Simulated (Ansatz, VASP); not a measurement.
## CuO in VASP and in Ansatz

```xyz
4
Lattice="3.1755 0.0000 0.0000 0.0000 3.1755 0.0000 0.0000 0.0000 4.6495" Properties=species:S:1:pos:R:3 pbc="T T T"
Cu    0.0000    0.0000    0.0000
Cu    1.5877    1.5877    0.0000
O     1.5877    0.0000    1.2414
O     0.0000    1.5877    3.4081
```

Alike in both runs: task single point; functional LDA; k mesh 6 × 6 × 4; occupations gaussian, width 0.05 eV; collinear spin.

|  | VASP | Ansatz |
| --- | --- | --- |
| version | VASP 6.6.1 | Ansatz 0.2.0 |
| potentials or method | VASP PAW LDA potentials, release 64 (Cu, O), cutoff 600 eV | scalar-relativistic, plane waves, PAW |
| valence electrons in the cell | 34 | 50 |

|  | VASP | Ansatz | Ansatz less VASP |
| --- | --- | --- | --- |
| gap on the k mesh at the Fermi level (eV) | none | none | - |
| pressure (GPa) | 5.6 | 5.0 | -0.58 |
| traceless stress, the component that is largest in VASP (GPa) | -21.95 | -21.57 | +0.380 |
| rms of the force components (eV/Å) | 0.590 | 0.617 | +0.0265 |
| net moment per atom (μB) | 0.49 | 0.50 | +0.010 |
| size of the moment on the site where the two differ most (μB) | 0.45 | 0.49 | +0.036 |

LDA's correlation is that of Perdew and Zunger in VASP and of Perdew and Wang (1992) in Ansatz. Site moments also hang on the region over which each program counts them. Atom by atom the forces differ by 0.027 eV/Å (rms over components). A gap of «none» marks a metal or a gap that the smearing closes. VASP's potentials hold 34 valence electrons a cell and Ansatz's 50, so a difference there can come from the potentials and not from the codes.
